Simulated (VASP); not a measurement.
# TbC4 (I4/mmm) in VASP: a series of runs

The runs below take TbC4 through single point, with PBE.

Everything below comes from runs of VASP 6.6.1. Logs are shortened: lines on timing, memory, paths and dates and some standing lists are left out, and cuts for length are marked.

### Step 1. The cell of the first run

Symmetry: I4/mmm, No. 139, tetragonal system. Conventional cell: a = 6.912 Å, b = 6.912 Å, c = 2.652 Å, α = 90.00°, β = 90.00°, γ = 90.00°. Within 3.4 Å of Tb (site symmetry 4/mmm) lie 12 C at 2.61 to 2.64 Å and 2 Tb at 2.65 Å. C (site symmetry m2m) has 2 C at 1.38 Å within 1.8 Å.

The cell was built from a structure type or drawn by symmetry, and may not be a known phase.

### Step 2. Single point, PBE

INCAR reads:

```
SYSTEM = TbC4
  PREC = Accurate
  ENCUT = 600
  EDIFF = 1E-6
  ISMEAR = 0
  SIGMA = 0.1
  LREAL = .FALSE.
  LASPH = .TRUE.
  NELM = 200
  ALGO = Normal
  ISIF = 2
  LWAVE = .FALSE.
  LCHARG = .TRUE.
  GGA = PE
  LELF = .TRUE.
  LVHAR = .TRUE.
  NBANDS = 20
  GGA_COMPAT = .FALSE.
  LMAXMIX = 6
```

KPOINTS reads:

```
regular mesh
0
G
  6 6 6
  0 0 0
```

POSCAR reads:

```
TbC4
1.0
   -3.4560858468      3.4560858468      1.3259312250
    3.4560858468     -3.4560858468      1.3259312250
    3.4560858468      3.4560858468     -1.3259312250
Tb C
1 4
Direct
    0.0000000000      0.0000000000      0.0000000000
    0.7296537863      0.7296544465      0.4593082329
    0.2703462137      0.2703455535      0.5406917671
    0.2703455535      0.7296537863     -0.0000006602
    0.7296544465      0.2703462137      1.0000006602
```

Potentials or basis: VASP PAW PBE potentials, release 64 (Tb_3, C), 4f in core.

On the command line:

```bash
$ cat potpaw_PBE.64/Tb_3/POTCAR potpaw_PBE.64/C/POTCAR > POTCAR
$ mpirun -np 1 vasp_std > vasp.out
```

OUTCAR:

```text
SYSTEM = TbC4
   PREC = Accurate
   ENCUT = 600
   EDIFF = 1E-6
   ISMEAR = 0
   LREAL = .FALSE.
   LASPH = .TRUE.
   NELM = 200
   ISIF = 2
   GGA = PE

 ion  position               nearest neighbor table
   1  0.000  0.000  0.000-   4 2.61   5 2.61   5 2.61   4 2.61   2 2.61   3 2.61   3 2.61   2 2.61
                             2 2.64   3 2.64   4 2.64   5 2.64
   2  0.730  0.730  0.459-   3 1.38   3 1.38   1 2.61   1 2.61   1 2.64
   3  0.270  0.270  0.541-   2 1.38   2 1.38   1 2.61   1 2.61   1 2.64
   4  0.270  0.730  1.000-   5 1.38   5 1.38   1 2.61   1 2.61   1 2.64
   5  0.730  0.270  0.000-   4 1.38   4 1.38   1 2.61   1 2.61   1 2.64

  LATTYP: Found a body centered tetragonal cell.
 ALAT       =     6.9121716936
 C/A-ratio  =     0.3836511255

  Lattice vectors:

 A1 = (  -3.4560858468,   3.4560858468,   1.3259312250)
 A2 = (   3.4560858468,  -3.4560858468,   1.3259312250)
 A3 = (   3.4560858468,   3.4560858468,  -1.3259312250)

Analysis of symmetry for initial positions (statically):
=====================================================================
 Subroutine PRICEL returns:
 Original cell was already a primitive cell.

 Routine SETGRP: Setting up the symmetry group for a
 body centered tetragonal supercell.

 Subroutine GETGRP returns: Found 16 space group operations
 (whereof 16 operations were pure point group operations)
 out of a pool of 16 trial point group operations.

The static configuration has the point symmetry D_4h.

Analysis of symmetry for dynamics (positions and initial velocities):
=====================================================================
 Subroutine PRICEL returns:
 Original cell was already a primitive cell.

 Routine SETGRP: Setting up the symmetry group for a
 body centered tetragonal supercell.

 Subroutine GETGRP returns: Found 16 space group operations
 (whereof 16 operations were pure point group operations)
 out of a pool of 16 trial point group operations.

The dynamic configuration has the point symmetry D_4h.

 Subroutine INISYM returns: Found 16 space group operations
 (whereof 16 operations are pure point group operations),
 and found     1 'primitive' translations

----------------------------------------------------------------------------------------

                                     Primitive cell

  volume of cell :      63.3505

  direct lattice vectors                    reciprocal lattice vectors
[... 88 lines left out ...]
   LNONCOLLINEAR =      F non collinear calculations
   LSORBIT =      F    spin-orbit coupling
   LASPH  =      T    aspherical Exc in radial PAW
   ENCUT  =  600.0 eV  44.10 Ry    6.64 a.u.  10.11 10.11 10.11*2*pi/ulx,y,z
   NELM   =    200;   NELMIN=  2; NELMDL= -5     # of ELM steps
   EDIFF  = 0.1E-05   stopping-criterion for ELM
   LREAL  =      F    real-space projection
[... 7 lines left out ...]
   TEBEG  =    0.0;   TEEND  =   0.0 temperature during run
   PSTRESS=    0.0 pullay stress
   NELECT =      25.0000    total number of electrons
   NUPDOWN=      -1.0000    fix difference up-down
   EMIN   =  10.00;   EMAX   =-10.00  energy-range for DOS
   EFERMI =   0.00;   METHOD = LEGACY
   ISMEAR =     0;   SIGMA  =   0.10  broadening in eV -4-tet -1-fermi 0-gaus
   EFERMI_NEDOS =   21; number of points for ismear=-14 and -15
   IALGO  =     38    algorithm
   IMIX   =      4    mixing-type and parameters
     AMIX     =   0.40;   BMIX     =  1.00
     AMIX_MAG =   1.60;   BMIX_MAG =  1.00
  volume/ion in A,a.u.               =      12.67        85.50
  Fermi-wavevector in a.u.,A,eV,Ry     =   1.200802  2.269187 19.618595  1.441926
  Thomas-Fermi vector in A             =   2.336628
   LORBIT       =      0    0 simple, 1 ext, 2 COOP (PROOUT), +10 PAW based schemes
   GGA     = PE    functional components
   LHFCALC =     F    Hartree Fock is set to
   AEXX    =    0.0000 exact exchange contribution
   IVDW    =     0    specifies the selected vdW correction
   LEPSILON=     F    determine dielectric tensor
   LRPA    =     F    only Hartree local field effects (RPA)
 non-spin polarized calculation
 Gauss-broadening in eV      SIGMA  =   0.10
  energy-cutoff  :      600.00
  volume of cell :       63.35
 maximum number of plane-waves:      2132
   NGX = 21   NGY = 21   NGZ = 21

 number of electron      25.0000002 magnetization

 Free energy of the ion-electron system (eV)
  ---------------------------------------------------
  ext. energy  EPLUGINS =         0.00000000
  ---------------------------------------------------
  free energy    TOTEN  =       -39.11952029 eV

  energy without entropy =      -39.11298196  energy(sigma->0) =      -39.11625113

 E-fermi :   4.1899     XC(G=0): -10.1243

 val. band max:        4.1719377453   @ k =   0.3333   0.0000  -0.0000
 cond. band min:       4.2272633559   @ k =  -0.1667  -0.3333   0.1667
 fundamental gap:      0.0553256106
 Fermi energy:         4.1899438533

 k-point     1 :       0.0000    0.0000    0.0000
  band No.  band energies     occupation
      1     -18.8682      2.00000
      2     -18.8682      2.00000
      3     -16.6189      2.00000
      4     -13.0364      2.00000
      5     -12.6060      2.00000
      6      -3.8060      2.00000
[... 541 lines left out ...]
     19      10.4474      0.00000
     20      10.5468      0.00000

 [... further k-points ...]

------------------------ aborting loop because EDIFF is reached ----------------------------------------

  FORCE on cell =-STRESS in cart. coord.  units (eV):
  Direction    XX          YY          ZZ          XY          YZ          ZX
  --------------------------------------------------------------------------------------
  -------------------------------------------------------------------------------------
  Total        0.1004366      0.1004366      0.2100494      0.0000000     -0.0000000      0.0000000
  in kB        2.5401104      2.5401104      5.3122914      0.0000000     -0.0000000      0.0000000
  external PRESSURE =       3.4641708 kB  Pullay stress =       0.0000000 kB

 VOLUME and BASIS-vectors are now :
 -----------------------------------------------------------------------------
  energy-cutoff  :      600.00
  volume of cell :       63.35
      direct lattice vectors                 reciprocal lattice vectors
    -3.456085847  3.456085847  1.325931225     0.000000000  0.144672332  0.377093465
     3.456085847 -3.456085847  1.325931225     0.144672332  0.000000000  0.377093465
     3.456085847  3.456085847 -1.325931225     0.144672332  0.144672332  0.000000000

 POSITION                                       TOTAL-FORCE (eV/Angst)
 -----------------------------------------------------------------------------------
      0.00000      0.00000      0.00000        -0.000000      0.000000      0.000000
      1.58741      1.58741      1.32593        -0.014436     -0.014436     -0.000000
      1.86867      1.86868      0.00000         0.014436      0.014436      0.000000
      5.04349      1.86867      0.00000        -0.014436      0.014436     -0.000000
     -1.58741      1.58741      1.32593         0.014436     -0.014436     -0.000000
 -----------------------------------------------------------------------------------
    total drift:                                0.000000     -0.000000      0.000000

  FREE ENERGIE OF THE ION-ELECTRON SYSTEM (eV)
  ---------------------------------------------------
  free  energy   TOTEN  =       -39.1195202895 eV

  energy  without entropy=      -39.1129819614  energy(sigma->0) =      -39.11625113
```

OSZICAR:

```text
N       E                     dE             d eps       ncg     rms          rms(c)
DAV:   1     0.127376709903E+03    0.12738E+03   -0.12516E+04  1200   0.125E+03
DAV:   2    -0.318183820696E+02   -0.15920E+03   -0.15411E+03  1432   0.310E+02
DAV:   3    -0.416043564645E+02   -0.97860E+01   -0.95311E+01  1636   0.621E+01
DAV:   4    -0.418135328639E+02   -0.20918E+00   -0.20875E+00  1608   0.947E+00
DAV:   5    -0.418187319873E+02   -0.51991E-02   -0.51970E-02  1656   0.142E+00    0.261E+01
DAV:   6    -0.394973049749E+02    0.23214E+01   -0.44411E+00  1576   0.118E+01    0.227E+01
DAV:   7    -0.391553809535E+02    0.34192E+00   -0.79539E-01  1488   0.482E+00    0.956E+00
DAV:   8    -0.391158147854E+02    0.39566E-01   -0.26911E-01  1572   0.273E+00    0.109E+00
DAV:   9    -0.391177747581E+02   -0.19600E-02   -0.23480E-02  1440   0.868E-01    0.382E-01
DAV:  10    -0.391192793955E+02   -0.15046E-02   -0.21036E-03  1432   0.308E-01    0.225E-01
DAV:  11    -0.391195385243E+02   -0.25913E-03   -0.43131E-04  1588   0.111E-01    0.100E-01
DAV:  12    -0.391195177222E+02    0.20802E-04   -0.15267E-04  1520   0.735E-02    0.141E-02
DAV:  13    -0.391195190964E+02   -0.13742E-05   -0.75256E-06  1504   0.168E-02    0.132E-02
DAV:  14    -0.391195204214E+02   -0.13250E-05   -0.23653E-06  1256   0.980E-03    0.134E-02
DAV:  15    -0.391195202895E+02    0.13185E-06   -0.14474E-06  1080   0.750E-03
   1 F= -.39119520E+02 E0= -.39116251E+02  d E =-.653833E-02
```

Wall time 31 s (1 thread of Intel Xeon 6975P-C (Granite Rapids), shared host); peak memory 0.26 GiB.

Results:

```
Free energy            : -39.1195 eV
Pressure               : 0.3 GPa
Largest force          : 0.020 eV/Å
Band gap on the k mesh : zero (an odd number of electrons rules out a gap without spin polarisation)
```

Forces in eV/Å, atoms in the order of the input:
```
Tb   0.000  0.000  0.000
C   -0.014 -0.014  0.000
C    0.014  0.014  0.000
C   -0.014  0.014  0.000
C    0.014 -0.014  0.000
```

Stress tensor (GPa, compression positive):
```
0.25 0.00 0.00
0.00 0.25 0.00
0.00 0.00 0.53
```

Caveat: the k points lie up to 0.42 Å⁻¹ apart, too coarse for converged energies and pressures of a metal; spin-orbit coupling is left out, which moves the levels of the heavy elements; the 4f electrons are frozen in the core, so they carry no moment and show no levels.

### Step 3. Single point, PBE

This run uses another cell than the first one, of 12.70 Å³/atom.

INCAR reads:

```
SYSTEM = TbC4
ALGO = Normal ; EDIFF = 1E-6
ENCUT = 600 ; GGA = PE
GGA_COMPAT = .FALSE. ; ISIF = 2
ISMEAR = 0 ; LASPH = .TRUE.
LCHARG = .FALSE. ; LMAXMIX = 6
LREAL = .FALSE. ; LWAVE = .FALSE.
NBANDS = 20 ; NELM = 200
PREC = Accurate ; SIGMA = 0.1
```

KPOINTS reads:

```
k-points
0
G
  16 16 16
  0 0 0
```

POSCAR reads:

```
TbC4
1.0
   -3.4621482492      3.4621482492      1.3242200664
    3.4621482492     -3.4621482492      1.3242200664
    3.4621482492      3.4621482492     -1.3242200664
Tb C
1 4
Direct
    0.0000000000      0.0000000000      0.0000000000
    0.7275356170      0.7275356170      0.4550712339
    0.2724643830      0.2724643830      0.5449287661
    0.2724643830      0.7275356170      0.0000000000
    0.7275356170      0.2724643830      0.0000000000
```

Potentials or basis: VASP PAW PBE potentials, release 64 (Tb_3, C), 4f in core.

On the command line:

```bash
$ cat potpaw_PBE.64/Tb_3/POTCAR potpaw_PBE.64/C/POTCAR > POTCAR
$ mpirun -np 1 vasp_std > vasp.out
```

OUTCAR:

```text
SYSTEM = TbC4
   EDIFF = 1E-6
   ENCUT = 600
   GGA = PE
   ISIF = 2
   ISMEAR = 0
   LASPH = .TRUE.
   LREAL = .FALSE.
   NELM = 200
   PREC = Accurate

 ion  position               nearest neighbor table
   1  0.000  0.000  0.000-   2 2.59   3 2.59   2 2.59   3 2.59   4 2.59   5 2.59   4 2.59   5 2.59
                             5 2.67   4 2.67   2 2.67   3 2.67
   2  0.728  0.728  0.455-   3 1.40   3 1.40   1 2.59   1 2.59   1 2.67
[... 760 lines left out ...]
  --------------------------------------------------------------------------------------
  -------------------------------------------------------------------------------------
  Total       -0.0323915     -0.0323915      0.2534455      0.0000000     -0.0000000      0.0000000
  in kB       -0.8173921     -0.8173921      6.3956360      0.0000000     -0.0000000      0.0000000
  external PRESSURE =       1.5869506 kB  Pullay stress =       0.0000000 kB

 VOLUME and BASIS-vectors are now :
 -----------------------------------------------------------------------------
  energy-cutoff  :      600.00
  volume of cell :       63.49
      direct lattice vectors                 reciprocal lattice vectors
    -3.462148249  3.462148249  1.324220066     0.000000000  0.144419003  0.377580746
     3.462148249 -3.462148249  1.324220066     0.144419003  0.000000000  0.377580746
     3.462148249  3.462148249 -1.324220066     0.144419003  0.144419003  0.000000000

 POSITION                                       TOTAL-FORCE (eV/Angst)
 -----------------------------------------------------------------------------------
      0.00000      0.00000      0.00000         0.000000     -0.000000      0.000000
      1.57552      1.57552      1.32422        -0.015271     -0.015271      0.000000
      1.88662      1.88662     -0.00000         0.015271      0.015271     -0.000000
      1.57552     -1.57552      1.32422        -0.015271      0.015271      0.000000
     -1.57552      1.57552      1.32422         0.015271     -0.015271     -0.000000
 -----------------------------------------------------------------------------------
    total drift:                               -0.000000     -0.000000      0.000000

  FREE ENERGIE OF THE ION-ELECTRON SYSTEM (eV)
  ---------------------------------------------------
  free  energy   TOTEN  =       -39.1458595851 eV

  energy  without entropy=      -39.1384042665  energy(sigma->0) =      -39.14213193
```

stdout:

```text
POSCAR found type information on POSCAR TbC
 POSCAR found :  2 types and       5 ions
 scaLAPACK will be used
 LDA part: xc-table for (Slater+PW92), standard interpolation
 POSCAR, INCAR and KPOINTS ok, starting setup
 FFT: planning ... GRIDC
 FFT: planning ... GRID_SOFT
 FFT: planning ... GRID
 WAVECAR not read
 entering main loop
```

Wall time 6.2 min (1 thread of Intel Xeon 6975P-C (Granite Rapids), shared host); peak memory 0.64 GiB.

What came out:

- Free energy: -39.1459 eV
- Pressure: 0.2 GPa
- Largest force: 0.022 eV/Å
- Band gap on the k mesh: zero (an odd number of electrons rules out a gap without spin polarisation)

Forces in eV/Å, atoms in the order of the input:
```
Tb   0.000  0.000  0.000
C   -0.015 -0.015  0.000
C    0.015  0.015  0.000
C   -0.015  0.015  0.000
C    0.015 -0.015  0.000
```

Caveat: spin-orbit coupling is left out, which moves the levels of the heavy elements; the 4f electrons are frozen in the core, so they carry no moment and show no levels. Spin polarisation is off, so any magnetic state and its effect on volume and gap are missing.
